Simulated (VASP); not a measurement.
## Y7TiN8: single point with PBEsol+U

Y7TiN8:

```
CELL_PARAMETERS angstrom
0.00000 4.89350 4.89350
4.89350 0.00000 4.89350
4.89350 4.89350 0.00000
ATOMIC_POSITIONS crystal
Ti 0.25000 0.25000 0.25000
Y 0.25000 0.25000 0.75000
Y 0.25000 0.75000 0.25000
Y 0.25000 0.75000 0.75000
Y 0.75000 0.25000 0.25000
Y 0.75000 0.25000 0.75000
Y 0.75000 0.75000 0.25000
Y 0.75000 0.75000 0.75000
N 0.00000 0.00000 0.00000
N 0.01060 0.01060 0.48940
N 0.01060 0.48940 0.01060
N 0.01060 0.48940 0.48940
N 0.48940 0.01060 0.01060
N 0.48940 0.01060 0.48940
N 0.48940 0.48940 0.01060
N 0.50000 0.50000 0.50000
```

```json
{"Program": "VASP 6.6.1", "Task": "single point", "Functional": "PBEsol", "Potentials or basis": "VASP PAW PBE potentials, release 64 (Ti_sv, Y_sv, N)", "Cutoff": "520 eV", "k mesh": "3 × 3 × 3", "Occupations": "gaussian, width 0.05 eV", "Spin": "collinear spin", "Starting moments": "[1.0, 0.0, 0.0, 0.0, 0.0, 0.0, 0.0, 0.0, 0.0, 0.0, 0.0, 0.0, 0.0, 0.0, 0.0, 0.0] μB", "Hubbard terms": "Ti d U = 3.0 eV"}
```

The pressure is -11.5 GPa and the largest force is 0.017 eV/Å. The net moment is 0.33 μB per cell and the site moments are Ti +0.18; Y +0.01, +0.03 (each value once); N +0.01, -0.01 (each value once) μB. The valence electrons inside the program's atomic spheres are Ti 9.85; Y 9.88, 9.66 (each value once); N 3.63, 3.60 (each value once).

Forces on the atoms (eV/Å):
```
Ti   0.000  0.000  0.000
Y    0.000  0.000  0.000
Y    0.000  0.000  0.000
Y    0.000  0.000  0.000
Y    0.000  0.000  0.000
Y    0.000  0.000  0.000
Y    0.000  0.000  0.000
Y    0.000  0.000  0.000
N    0.000  0.000  0.000
N    0.000  0.000 -0.017
N    0.000 -0.017  0.000
N    0.017  0.000  0.000
N   -0.017  0.000  0.000
N    0.000  0.017  0.000
N    0.000  0.000  0.017
N    0.000  0.000  0.000
```

Levels at points of the mesh, in eV from the Fermi level:
Spin up:
```tsv
k point	band 61	band 62	band 63	band 64	band 65	band 66	band 67	band 68	band 69	band 70
(0.00, 0.00, 0.00)	-1.56	-1.17	-1.17	-1.17	-1.12	-1.12	-1.12	1.06	1.06	1.06
```
Spin down:
| k point | band 60 | band 61 | band 62 | band 63 | band 64 | band 65 | band 66 | band 67 | band 68 | band 69 |
| --- | --- | --- | --- | --- | --- | --- | --- | --- | --- | --- |
| (0.00, 0.00, 0.00) | -1.57 | -1.57 | -1.12 | -1.12 | -1.12 | -1.08 | -1.08 | -1.08 | 1.26 | 1.26 |

Eigenvalues of the final occupation matrices:
```tsv
site	spin	trace	eigenvalues
site 1 d	1	0.88	0.16 0.16 0.16 0.20 0.20
site 1 d	2	0.70	0.10 0.10 0.10 0.20 0.20
```

Wall time 25 min on 1 thread of Intel Xeon 8259CL, with other jobs on the host, peak memory 0.59 GiB.

Caveat: the k points lie up to 0.37 Å⁻¹ apart; the PAW data sets were made with another functional, which shifts forces and pressure a little.
